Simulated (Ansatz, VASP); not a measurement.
## CuO in VASP and in Ansatz

The input INCAR:

```
PREC = Accurate ; ENCUT = 520
EDIFF = 1E-7 ; ISMEAR = 0
SIGMA = 0.15 ; LREAL = False
LASPH = True ; NELM = 100
ALGO = Fast ; ISIF = 2
LWAVE = False ; LCHARG = False
GGA = PE ; NBANDS = 25
```

KPOINTS

```
Automatic mesh
0
Gamma
  16 16 10
```

Contents of POSCAR:

```
CuO
1.0
    2.0821496890     -2.0879424390      0.0000000000
    2.0821496890      2.0879424390      0.0000000000
    0.0000000000      0.0000000000      5.1512621043
Cu O
2 2
Direct
    0.0478940406      0.4521059594      0.0000000000
    0.5000000000      0.0000000000      0.5000000000
    0.5000000000      0.5000000000      0.2500000000
    0.5000000000      0.5000000000      0.7500000000
```

Input for Ansatz:

```yaml
crystal:
  lattice:
    - [2.082149689, -2.087942439, 0.0]
    - [2.082149689, 2.087942439, 0.0]
    - [0.0, 0.0, 5.1512621043]
  atoms:
    - { symbol: Cu, position: [0.0478940406, 0.4521059594, 0.0] }
    - { symbol: Cu, position: [0.5, 0.0, 0.5] }
    - { symbol: O, position: [0.5, 0.5, 0.25] }
    - { symbol: O, position: [0.5, 0.5, 0.75] }
basis:
  ecutwfc: 420
kpoints:
  mp_grid: { grid: [16, 16, 10] }
hamiltonian:
  xc: pbe
scf:
  occupations: { method: gaussian, width: 0.15 }
output:
  forces: true
  stress: true
  eigenvalues: true
```

Alike in both runs: task single point; functional PBE; k mesh 16 × 16 × 10; occupations gaussian, width 0.15 eV; no spin polarisation.

|  | VASP | Ansatz |
| --- | --- | --- |
| version | VASP 6.6.1 | Ansatz 0.2.0 |
| potentials or method | VASP PAW PBE potentials, release 64 (Cu, O), cutoff 520 eV | scalar-relativistic, plane waves, PAW |
| valence electrons in the cell | 34 | 50 |

Ansatz gave:

| Quantity | Value |
| --- | --- |
| gap on the k mesh at the Fermi level (eV) | none |
| pressure (GPa) | 1.5 |
| traceless stress, the component that is largest in VASP (GPa) | -1.54 |
| rms of the force components (eV/Å) | 0.714 |

Problem. What did VASP give for the same quantities?

Solution. gap on the k mesh at the Fermi level (eV): none; pressure (GPa): 2.2; traceless stress, the component that is largest in VASP (GPa): -1.73; rms of the force components (eV/Å): 0.738.

Atom by atom the forces differ by 0.028 eV/Å (rms over components). A gap of «none» marks a metal or a gap that the smearing closes. With one functional, cell and mesh, what is left measures potentials, basis and numerics. VASP's potentials hold 34 valence electrons a cell and Ansatz's 50, so a difference there can come from the potentials and not from the codes.
